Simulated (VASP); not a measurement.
Set up this calculation in VASP 6.6.1, as the native input.

```yaml
Task: single point
Functional: PBE
Potentials_or_basis: VASP PAW PBE potentials, release 64 (Si, Mo_sv)
Cutoff: 520 eV
k_mesh: 8 × 8 × 8
Occupations: gaussian, width 0.1 eV
Spin: no spin polarisation
Dipole_correction: no
Further_INCAR_settings: ALGO = Normal; EDIFF = 1e-07; NBANDS = 56
```

The structure of SiMo3 lies in POSCAR:

```
SiMo3
1.0
    4.7017757621      0.0000000000      0.0000000000
    0.0000000000      4.7017757621      0.0000000000
    0.0000000000      0.0000000000      4.7017757621
Si Mo
2 6
Direct
    0.0000000000      0.0000000000      0.0000000000
    0.5000000000      0.5000000000      0.5000000000
    0.2500000000      0.0000000000      0.5000000000
    0.5000000000      0.7500000000      0.0000000000
    0.7500000000      0.0000000000      0.5000000000
    0.5000000000      0.2500000000      0.0000000000
    0.0000000000      0.5000000000      0.7500000000
    0.0000000000      0.5000000000      0.2500000000
```

This cell differs from its parent crystal: volume scaled by 0.88.

The input as run:

INCAR

```
SYSTEM = SiMo3
PREC     = Accurate       ! precision mode
ENCUT    = 520            ! plane-wave cutoff, eV
EDIFF    = 1E-7           ! SCF threshold, eV
ISMEAR   = 0              ! smearing method
SIGMA    = 0.1            ! smearing width, eV
LREAL    = .False.        ! projectors in reciprocal space
LASPH    = .True.         ! aspherical terms in the spheres
NELM     = 100            ! most SCF steps
ALGO     = Normal         ! electronic algorithm
ISIF     = 2              ! what is computed and relaxed
LWAVE    = .False.        ! write WAVECAR
LCHARG   = .True.         ! write CHGCAR
GGA      = PE             ! functional
LELF     = .True.         ! ELF
LVHAR    = .True.       
NBANDS   = 56             ! bands
```

KPOINTS

```
regular mesh
0
Gamma
  8 8 8
  0 0 0
```

Potentials or basis: VASP PAW PBE potentials, release 64 (Si, Mo_sv).

Launch:

```sh
$ cat potpaw_PBE.64/Si/POTCAR potpaw_PBE.64/Mo_sv/POTCAR > POTCAR
$ mpirun -np 1 vasp_std > vasp.out
```

Results of the run:

| Item | Value |
| --- | --- |
| Pressure | 42.6 GPa |
| Band gap on the k mesh | zero (band 46 reaches 16.15 eV, above the bottom of band 47 at 13.52 eV) |

It took 80 s on 1 thread of Intel(R) Xeon(R) 6975P-C (Granite Rapids) (shared host), peak memory 0.29 GiB.
